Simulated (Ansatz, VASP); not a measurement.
# Co in VASP and in Ansatz

```
Co
1.0
     2.50540    0.00000    0.00000
    -1.25270    2.16974    0.00000
     0.00000    0.00000    4.08930
Co
2
Cartesian
  0.0000 1.4465 1.0223
  1.2527 0.7232 3.0670
```

Alike in both runs: task single point; functional PBE; k mesh 11 × 11 × 6; occupations fermi-dirac, width 0.1 eV; no spin polarisation.

|  | VASP | Ansatz |
| --- | --- | --- |
| version | VASP 6.6.1 | Ansatz 0.2.0 |
| potentials or method | VASP PAW PBE potentials, release 64 (Co), cutoff 520 eV | PAW, plane waves, scalar-relativistic |
| valence electrons in the cell | 18 | 34 |

Ansatz gave:

| Property | Result |
| --- | --- |
| pressure (GPa) | -14.8 |
| traceless stress, the component that is largest in VASP (GPa) | -2.23 |

Which values does VASP return?

Pressure (GPa): -15.0; traceless stress, the component that is largest in VASP (GPa): -2.24.

VASP's potentials hold 18 valence electrons a cell and Ansatz's 34, so a difference there can come from the potentials and not from the codes.
